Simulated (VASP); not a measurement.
# Si (Fd-3m) in VASP: single point with r2SCAN

Aim: the single point of Si with r2SCAN.

Program: VASP 6.6.1. These are calculated values, not measurements. Logs are shortened: lines on timing, memory, paths and dates and some standing lists are left out, and cuts for length are marked.

## 1. The cell of the first run

It takes space group Fd-3m (No. 227, cubic). Conventional cell: a = 5.444 Å, b = 5.444 Å, c = 5.444 Å, α = 90.00°, β = 90.00°, γ = 90.00°. Si (site symmetry -43m) has 4 Si at 2.36 Å within 3.1 Å.

## 2. Single point, r2SCAN

Input file POSCAR:

```
Si
1.0
    0.0000000000      2.7219898884      2.7219898884
    2.7219898884      0.0000000000      2.7219898884
    2.7219898884      2.7219898884      0.0000000000
Si
2
Direct
    0.0000000000      0.0000000000      0.0000000000
    0.2500000000      0.2500000000      0.2500000000
```

Input file INCAR.step1:

```
SYSTEM = Si
ALGO     = Normal         ! electronic algorithm
EDIFF    = 1E-5           ! SCF threshold, eV
ENCUT    = 550            ! plane-wave cutoff, eV
GGA      = PE             ! functional
GGA_COMPAT= .FALSE.      
ISMEAR   = 0              ! smearing method
LASPH    = .TRUE.         ! aspherical terms in the spheres
LCHARG   = .FALSE.        ! write CHGCAR
LREAL    = .FALSE.        ! projectors in reciprocal space
LWAVE    = .TRUE.         ! write WAVECAR
NBANDS   = 11             ! bands
NELM     = 120            ! most SCF steps
PREC     = Accurate       ! precision mode
SIGMA    = 0.02           ! smearing width, eV
```

Input file INCAR.step2:

```
SYSTEM = Si
ALGO     = Normal         ! electronic algorithm
EDIFF    = 1E-6           ! SCF threshold, eV
ENCUT    = 550            ! plane-wave cutoff, eV
GGA_COMPAT= .FALSE.      
ISIF     = 2              ! what is computed and relaxed
ISMEAR   = 0              ! smearing method
ISTART   = 1            
LASPH    = .TRUE.         ! aspherical terms in the spheres
LCHARG   = .FALSE.        ! write CHGCAR
LMIXTAU  = .TRUE.       
LREAL    = .FALSE.        ! projectors in reciprocal space
LWAVE    = .FALSE.        ! write WAVECAR
METAGGA  = R2SCAN         ! meta-GGA
NBANDS   = 11             ! bands
NELM     = 120            ! most SCF steps
PREC     = Accurate       ! precision mode
SIGMA    = 0.02           ! smearing width, eV
```

Input file KPOINTS:

```
k-points
0
G
  8 8 8
  0 0 0
```

Potentials or basis: VASP PAW PBE potentials, release 64 (Si).

Run with:

```bash
$ cat potpaw_PBE.64/Si/POTCAR > POTCAR
$ cp INCAR.step1 INCAR
$ mpirun -np 1 vasp_std > vasp.out
$ cp INCAR.step2 INCAR
$ mpirun -np 1 vasp_std > vasp.out
```

OUTCAR:

```text
SYSTEM = Si
   EDIFF = 1E-6
   ENCUT = 550
   ISIF = 2
   ISMEAR = 0
   ISTART = 1
   LASPH = .TRUE.
   LREAL = .FALSE.
   METAGGA = R2SCAN
   NELM = 120
   PREC = Accurate

 ion  position               nearest neighbor table
   1  0.000  0.000  0.000-   2 2.36   2 2.36   2 2.36   2 2.36
   2  0.250  0.250  0.250-   1 2.36   1 2.36   1 2.36   1 2.36

  LATTYP: Found a face centered cubic cell.
 ALAT       =     5.4439797768

  Lattice vectors:

 A1 = (   0.0000000000,   2.7219898884,   2.7219898884)
 A2 = (   2.7219898884,   0.0000000000,   2.7219898884)
 A3 = (   2.7219898884,   2.7219898884,   0.0000000000)

Analysis of symmetry for initial positions (statically):
=====================================================================
 Subroutine PRICEL returns:
 Original cell was already a primitive cell.

 Routine SETGRP: Setting up the symmetry group for a
 face centered cubic supercell.

 Subroutine GETGRP returns: Found 48 space group operations
 (whereof 24 operations were pure point group operations)
 out of a pool of 48 trial point group operations.

The static configuration has the point symmetry T_d .
 The point group associated with its full space group is O_h .

Analysis of symmetry for dynamics (positions and initial velocities):
=====================================================================
 Subroutine PRICEL returns:
 Original cell was already a primitive cell.

 Routine SETGRP: Setting up the symmetry group for a
 face centered cubic supercell.

 Subroutine GETGRP returns: Found 48 space group operations
 (whereof 24 operations were pure point group operations)
 out of a pool of 48 trial point group operations.

The dynamic configuration has the point symmetry T_d .
 The point group associated with its full space group is O_h .

 Subroutine INISYM returns: Found 48 space group operations
 (whereof 24 operations are pure point group operations),
 and found     1 'primitive' translations

----------------------------------------------------------------------------------------

                                     Primitive cell

  volume of cell :      40.3357

  direct lattice vectors                    reciprocal lattice vectors
     0.000000000  2.721989888  2.721989888    -0.183689147  0.183689147  0.183689147
     2.721989888  0.000000000  2.721989888     0.183689147 -0.183689147  0.183689147
     2.721989888  2.721989888  0.000000000     0.183689147  0.183689147 -0.183689147

  length of vectors
     3.849475017  3.849475017  3.849475017     0.318158935  0.318158935  0.318158935

  position of ions in fractional coordinates (direct lattice)
     0.000000000  0.000000000  0.000000000
     0.250000000  0.250000000  0.250000000

  ion indices of the primitive-cell ions
   primitive index   ion index
                 1           1
                 2           2

----------------------------------------------------------------------------------------

 KPOINTS: k-points

Automatic generation of k-mesh.
 Grid dimensions read from file:
 generate k-points for:    8    8    8

 Generating k-lattice:

  Cartesian coordinates                     Fractional coordinates (reciprocal lattice)
    -0.022961143  0.022961143  0.022961143     0.125000000  0.000000000  0.000000000
     0.022961143 -0.022961143  0.022961143     0.000000000  0.125000000  0.000000000
     0.022961143  0.022961143 -0.022961143     0.000000000  0.000000000  0.125000000

  Length of vectors
     0.039769867  0.039769867  0.039769867

  Shift w.r.t. Gamma in fractional coordinates (k-lattice)
     0.000000000  0.000000000  0.000000000

 Subroutine IBZKPT returns following result:
 ===========================================

 Found     29 irreducible k-points:

 Following reciprocal coordinates:
            Coordinates               Weight
  0.000000  0.000000  0.000000      1.000000
  0.125000  0.000000  0.000000      8.000000
  0.250000  0.000000  0.000000      8.000000
  0.375000  0.000000  0.000000      8.000000
  0.500000  0.000000  0.000000      4.000000
  0.125000  0.125000  0.000000      6.000000
[... 16 lines left out ...]
  0.500000  0.250000  0.125000     48.000000
 -0.375000  0.250000  0.125000     24.000000
 [... further k-points ...]
   k-points           NKPTS =     29   k-points in BZ     NKDIM =     29   number of bands    NBANDS=     11
   number of dos      NEDOS =    301   number of ions     NIONS =      2
   total plane-waves  NPLWV =  27000
   dimension x,y,z NGX =    30 NGY =   30 NGZ =   30
   dimension x,y,z NGXF=    60 NGYF=   60 NGZF=   60
   ions per type =               2
   NGX,Y,Z   is equivalent  to a cutoff of  12.96, 12.96, 12.96 a.u.
   NGXF,Y,Z  is equivalent  to a cutoff of  25.91, 25.91, 25.91 a.u.
 SYSTEM =  Si
   PREC   = accura    normal or accurate (medium, high low for compatibility)
   ISTART =      1    job   : 0-new  1-cont  2-samecut
   ICHARG =      0    charge: 1-file 2-atom 10-const
   ISPIN  =      1    spin polarized calculation?
   LNONCOLLINEAR =      F non collinear calculations
   LSORBIT =      F    spin-orbit coupling
   LASPH  =      T    aspherical Exc in radial PAW
   ENCUT  =  550.0 eV  40.42 Ry    6.36 a.u.   7.36  7.36  7.36*2*pi/ulx,y,z
   NELM   =    120;   NELMIN=  2; NELMDL=  0     # of ELM steps
   EDIFF  = 0.1E-05   stopping-criterion for ELM
   LREAL  =      F    real-space projection
   EDIFFG = 0.1E-04   stopping-criterion for IOM
   NSW    =      0    number of steps for IOM
   IBRION =     -1    ionic relax: 0-MD 1-quasi-New 2-CG
   NFREE  =      0    steps in history (QN), initial steepest desc. (CG)
   ISIF   =      2    stress and relaxation
   ISYM   =      2    0-nonsym 1-usesym 2-fastsym
   POTIM  = 0.5000    time-step for ionic-motion
   TEBEG  =    0.0;   TEEND  =   0.0 temperature during run
   PSTRESS=    0.0 pullay stress
   NELECT =       8.0000    total number of electrons
   NUPDOWN=      -1.0000    fix difference up-down
   EMIN   =  10.00;   EMAX   =-10.00  energy-range for DOS
   EFERMI =   0.00;   METHOD = LEGACY
   ISMEAR =     0;   SIGMA  =   0.02  broadening in eV -4-tet -1-fermi 0-gaus
   EFERMI_NEDOS =   21; number of points for ismear=-14 and -15
   IALGO  =     38    algorithm
   IMIX   =      4    mixing-type and parameters
     AMIX     =   0.40;   BMIX     =  1.00
     AMIX_MAG =   1.60;   BMIX_MAG =  1.00
  volume/ion in A,a.u.               =      20.17       136.10
  Fermi-wavevector in a.u.,A,eV,Ry     =   0.954718  1.804155 12.401519  0.911486
  Thomas-Fermi vector in A             =   2.083490
   LORBIT       =      0    0 simple, 1 ext, 2 COOP (PROOUT), +10 PAW based schemes
   METAGGA = R2SCAN    functional components
   LHFCALC =     F    Hartree Fock is set to
   AEXX    =    0.0000 exact exchange contribution
   IVDW    =     0    specifies the selected vdW correction
   LEPSILON=     F    determine dielectric tensor
   LRPA    =     F    only Hartree local field effects (RPA)
 non-spin polarized calculation
 Gauss-broadening in eV      SIGMA  =   0.02
  energy-cutoff  :      550.00
  volume of cell :       40.34
 maximum number of plane-waves:      1243
 NGX is ok and might be reduce to    30
   NGX = 15   NGY = 15   NGZ = 15

 number of electron       8.0000001 magnetization

 Free energy of the ion-electron system (eV)
  ---------------------------------------------------
  ext. energy  EPLUGINS =         0.00000000
  ---------------------------------------------------
  free energy    TOTEN  =       -17.54696482 eV

  energy without entropy =      -17.54696482  energy(sigma->0) =      -17.54696482

 E-fermi :   5.8213     XC(G=0):  -9.8252

 val. band max:        5.6645503491   @ k =   0.0000   0.0000   0.0000
 cond. band min:       6.4900276605   @ k =   0.3750   0.3750   0.0000
 fundamental gap:      0.8254773115
 Fermi energy:         5.8212965764

 k-point     1 :       0.0000    0.0000    0.0000
  band No.  band energies     occupation
      1      -6.8096      2.00000
      2       5.6645      2.00000
      3       5.6645      2.00000
      4       5.6646      2.00000
      5       8.4194      0.00000
      6       8.4194      0.00000
      7       8.4194      0.00000
      8       9.5636      0.00000
      9      13.7871      0.00000
     10      13.7871      0.00000
     11      14.3331      0.00000

 k-point     2 :       0.1250    0.0000    0.0000
  band No.  band energies     occupation
      1      -6.5960      2.00000
      2       4.0314      2.00000
      3       5.3616      2.00000
      4       5.3616      2.00000
      5       8.4472      0.00000
      6       8.8659      0.00000
      7       8.8660      0.00000
      8      10.8766      0.00000
      9      13.3116      0.00000
     10      13.3116      0.00000
     11      15.1210      0.00000

 k-point     3 :       0.2500    0.0000    0.0000
  band No.  band energies     occupation
      1      -5.9732      2.00000
      2       1.6080      2.00000
      3       4.8646      2.00000
      4       4.8646      2.00000
      5       8.0080      0.00000
      6       9.4175      0.00000
      7       9.4175      0.00000
      8      13.1590      0.00000
      9      13.2890      0.00000
     10      13.2890      0.00000
     11      15.3429      0.00000
[... 267 lines left out ...]
 k-point    23 :       0.5000    0.2500    0.1250
  band No.  band energies     occupation
      1      -4.4905      2.00000
      2      -0.3948      2.00000
      3       2.2284      2.00000
      4       3.6516      2.00000
      5       8.8222      0.00000
      6       9.5293      0.00000
      7      11.0726      0.00000
      8      12.0026      0.00000
      9      15.2577      0.00000
     10      16.0317      0.00000
     11      18.3983      0.00000

 k-point    24 :      -0.3750    0.2500    0.1250
  band No.  band energies     occupation
      1      -3.8104      2.00000
      2      -1.3818      2.00000
      3       2.0971      2.00000
      4       3.4110      2.00000
      5       9.0419      0.00000
      6       9.0765      0.00000
      7      11.9829      0.00000
      8      13.2548      0.00000
      9      13.5738      0.00000
     10      16.8948      0.00000
     11      18.0927      0.00000

 [... further k-points ...]

------------------------ aborting loop because EDIFF is reached ----------------------------------------

  FORCE on cell =-STRESS in cart. coord.  units (eV):
  Direction    XX          YY          ZZ          XY          YZ          ZX
  --------------------------------------------------------------------------------------
  -------------------------------------------------------------------------------------
  Total       -0.0546594     -0.0546594     -0.0546594      0.0000000      0.0000000      0.0000000
  in kB       -2.1711315     -2.1711315     -2.1711315      0.0000000      0.0000000      0.0000000
  external PRESSURE =      -2.1711315 kB  Pullay stress =       0.0000000 kB

 VOLUME and BASIS-vectors are now :
 -----------------------------------------------------------------------------
  energy-cutoff  :      550.00
  volume of cell :       40.34
      direct lattice vectors                 reciprocal lattice vectors
     0.000000000  2.721989888  2.721989888    -0.183689147  0.183689147  0.183689147
     2.721989888  0.000000000  2.721989888     0.183689147 -0.183689147  0.183689147
     2.721989888  2.721989888  0.000000000     0.183689147  0.183689147 -0.183689147

 POSITION                                       TOTAL-FORCE (eV/Angst)
 -----------------------------------------------------------------------------------
      0.00000      0.00000      0.00000        -0.000000      0.000000      0.000000
      1.36099      1.36099      1.36099         0.000000     -0.000000     -0.000000
 -----------------------------------------------------------------------------------
    total drift:                               -0.000000     -0.000000     -0.000000

  FREE ENERGIE OF THE ION-ELECTRON SYSTEM (eV)
  ---------------------------------------------------
  free  energy   TOTEN  =       -17.5469648237 eV

  energy  without entropy=      -17.5469648237  energy(sigma->0) =      -17.54696482
```

Wall time 80 s (1 thread of AMD EPYC 7R43 (Zen 3), shared host); peak memory 0.12 GiB.

What came out:

```
Free energy            : -17.5470 eV
Pressure               : -0.2 GPa
Band gap on the k mesh : 0.83 eV (least direct gap 2.75 eV)
```

Caveat: the PAW data sets were made with another functional, which shifts forces and pressure a little. A k mesh can miss the band edges.
